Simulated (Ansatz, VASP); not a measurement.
## One calculation of WSe2, two programs

```
CELL_PARAMETERS angstrom
3.38741 0.00000 0.00000
-1.69370 2.93358 0.00000
0.00000 0.00000 15.34470
ATOMIC_POSITIONS crystal
W 0.66667 0.33333 0.75000
W 0.33333 0.66667 0.25000
Se 0.33333 0.66667 0.85782
Se 0.66667 0.33333 0.35782
Se 0.33333 0.66667 0.64218
Se 0.66667 0.33333 0.14218
```

Change from the starting cell: equal strain along all axes, cell held, atoms relaxed: +2.0 %.

Alike in both runs: functional PBE; k mesh 12 × 12 × 2; occupations gaussian, width 0.02 eV; no spin polarisation.

Ansatz relaxed the structure, and its values are those at the end. VASP's run is a single point on that final structure, the one shown.

```csv
,VASP,Ansatz
version,VASP 6.6.1,Ansatz 0.2.0
potentials or method,"VASP PAW PBE potentials, release 64 (W_sv, Se), cutoff 520 eV","scalar-relativistic, plane waves, PAW"
valence electrons in the cell,52,92
```

|  | VASP | Ansatz | Ansatz less VASP |
| --- | --- | --- | --- |
| gap on the k mesh at the Fermi level (eV) | 1.20 | 1.21 | +0.007 |
| least direct gap on the mesh (eV) | 1.30 | 1.31 | +0.003 |
| pressure (GPa) | -2.1 | -2.3 | -0.21 |
| rms of the force components (eV/Å) | 0.019 | 0.000 | -0.0193 |

The functional is the same, so the differences come from potentials, cutoffs and numerics. VASP's potentials hold 52 valence electrons a cell and Ansatz's 92, so a difference there can come from the potentials and not from the codes. Ansatz's warnings: stress scf threshold loose.

Spin-orbit coupling is off throughout.
